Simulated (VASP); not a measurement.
Set up this calculation in VASP 6.6.1, as the native input.

```
Task                   : single point
Functional             : PBE
Potentials or basis    : VASP PAW PBE potentials, release 64 (Al, In_d, Sb, As)
Cutoff                 : 520 eV
k mesh                 : 4 × 4 × 6
Occupations            : gaussian, width 0.1 eV
Spin                   : no spin polarisation
Dipole correction      : no
Further INCAR settings : ALGO = Normal; EDIFF = 1e-06; NBANDS = 31
```

The structure of AlIn2Sb2As lies in POSCAR:

```
AlIn2Sb2As
1.0
    2.7552993698     -8.0468659018      0.0000000000
    2.7552993698      8.0468659018      0.0000000000
    0.0000000000      0.0000000000      4.0514580554
Al In Sb As
1 2 2 1
Direct
    0.0000000000      0.0000000000      0.0000000000
    0.5000000000      0.0000000000      0.5000000000
    0.0000000000      0.5000000000      0.5000000000
    0.6251709213      0.3748290787      0.0000000000
    0.3748290787      0.6251709213      0.0000000000
    0.5000000000      0.5000000000      0.5000000000
```

The cell was built from a structure type or drawn by symmetry, and may not be a known phase.

These files were run (other wordings do the same):

INCAR

```
SYSTEM = AlIn2Sb2As
PREC = Accurate
ENCUT = 520
EDIFF = 1E-6
ISMEAR = 0
SIGMA = 0.1
LREAL = .FALSE.
LASPH = .TRUE.
NELM = 60
ALGO = Normal
ISIF = 2
LWAVE = .FALSE.
LCHARG = .FALSE.
GGA = PE
NBANDS = 31
```

KPOINTS

```
Automatic mesh
0
G
  4 4 6
  0 0 0
```

Potentials or basis: VASP PAW PBE potentials, release 64 (Al, In_d, Sb, As).

Launch:

```bash
$ cat potpaw_PBE.64/Al/POTCAR potpaw_PBE.64/In_d/POTCAR potpaw_PBE.64/Sb/POTCAR potpaw_PBE.64/As/POTCAR > POTCAR
$ mpirun -np 1 vasp_std > vasp.out
```

It gave:

The pressure is 0.1 GPa and the largest force is 0.012 eV/Å. The band gap on the k mesh is zero (bands 22 and 23 overlap by 1.38 eV).

Caveat: spin-orbit coupling is left out, which moves the levels of the heavy elements.

Wall time 5.3 min on 1 thread of Intel Xeon 8259CL, on a shared host, peak memory 0.47 GiB.
